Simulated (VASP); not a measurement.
The system is C.

```
CELL_PARAMETERS angstrom
2.53880 0.00000 0.00000
-1.26940 2.19867 0.00000
0.00000 0.00000 8.29165
ATOMIC_POSITIONS crystal
C 0.66667 0.33333 0.84375
C 0.33333 0.66667 0.34375
C 0.66667 0.33333 0.65625
C 0.33333 0.66667 0.15625
C 0.00000 0.00000 0.90625
C 0.00000 0.00000 0.40625
C 0.00000 0.00000 0.59375
C 0.00000 0.00000 0.09375
```

Base run:

```yaml
Program: VASP 6.6.1
Functional: revPBE
Dispersion: D3(BJ)
Potentials_or_basis: VASP PAW PBE potentials, release 64 (C)
Cutoff: 520 eV
k_mesh: 12 × 12 × 4
Occupations: fermi-dirac, width 0.05 eV
Spin: no spin polarisation
```

Its results: band gap on the k mesh 4.36 eV (least direct gap 5.14 eV); pressure -11.8 GPa; largest force 0.313 eV/Å.

Task: The run is repeated on the same cell with these changes: functional from revPBE to RPBE. What comes out?

Result: Band gap on the k mesh 4.37 eV (least direct gap 5.14 eV); pressure -17.6 GPa; largest force 0.323 eV/Å.

Caveats: the cell stands under tension; the PAW data sets were made with another functional, which shifts forces and pressure a little.

A k mesh can miss the band edges.
